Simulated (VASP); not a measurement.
Set up this calculation in VASP 6.6.1, as the native input.

- Task: relaxation of cell and atoms
- Functional: r2SCAN
- Potentials or basis: VASP PAW PBE potentials, release 64 (Si)
- Cutoff: 550 eV
- k mesh: 10 × 10 × 10
- Occupations: gaussian, width 0.1 eV
- Spin: no spin polarisation
- Dipole correction: no
- Further INCAR settings: ALGO = Normal; EDIFF = 1e-07; IBRION = 2; EDIFFG = -0.05; NSW = 80; ISIF = 3

Crystal: Si.

```xyz
1
Lattice="0.0000 1.6067 1.6067 1.6067 0.0000 1.6067 1.6067 1.6067 0.0000" Properties=species:S:1:pos:R:3 pbc="T T T"
Si    0.0000    0.0000    0.0000
```

This isn't the form of Si at room conditions, which is diamond.

These files were run (other wordings do the same):

POSCAR

```
Si
1.0
    0.0000000000      1.6067104218      1.6067104218
    1.6067104218      0.0000000000      1.6067104218
    1.6067104218      1.6067104218      0.0000000000
Si
1
Direct
    0.0000000000      0.0000000000      0.0000000000
```

INCAR.step1

```
SYSTEM = Si
ALGO = Normal ; EDIFF = 1E-5
EDIFFG = -0.005 ; ENCUT = 550
GGA = PE ; GGA_COMPAT = .FALSE.
IBRION = 2 ; ISIF = 3
ISMEAR = 0 ; LASPH = .TRUE.
LCHARG = .FALSE. ; LREAL = .FALSE.
LWAVE = .TRUE. ; NELM = 120
NELMIN = 4 ; NSW = 100
PREC = Accurate ; SIGMA = 0.1
```

INCAR.step2

```
SYSTEM = Si
ALGO = Normal ; EDIFF = 1E-7
EDIFFG = -0.05 ; ENCUT = 550
GGA_COMPAT = .FALSE. ; IBRION = 2
ISIF = 3 ; ISMEAR = 0
ISTART = 1 ; LASPH = .TRUE.
LCHARG = .FALSE. ; LMIXTAU = .TRUE.
LREAL = .FALSE. ; LWAVE = .FALSE.
METAGGA = R2SCAN ; NELM = 120
NELMIN = 4 ; NSW = 80
PREC = Accurate ; SIGMA = 0.1
```

KPOINTS

```
k-points
0
G
  10 10 10
  0 0 0
```

Potentials or basis: VASP PAW PBE potentials, release 64 (Si).

Run with:

```sh
$ cat potpaw_PBE.64/Si/POTCAR > POTCAR
$ cp INCAR.step1 INCAR
$ mpirun -np 1 vasp_std > vasp.out
$ cp INCAR.step2 INCAR
$ mpirun -np 1 vasp_std > vasp.out
```

Results of the run:

```yaml
Relaxed_volume: 13.86 Å³/atom
Relaxed_cell: a = 2.696 Å, b = 2.696 Å, c = 2.696 Å, α = 60.00°, β = 60.00°, γ = 60.00°
Space_group_after_relaxing_to_0.1_Å: Fm-3m (No. 225)
Energy_gained_by_relaxing: 1573.9 meV/atom
Ionic_steps: 3
Pressure_after_relaxing: -0.4 GPa
Band_gap_on_the_k_mesh: zero (bands 2 and 3 overlap by 15.19 eV)
```

Caveat: the volume moved by over 15 % at a fixed basis, so the end points are rough; the PAW data sets were made with another functional, which shifts forces and pressure a little.

It took 45 s on 1 thread of AMD EPYC 7R43 64-Core Processor (Zen 3), on a shared host, peak memory 0.08 GiB.
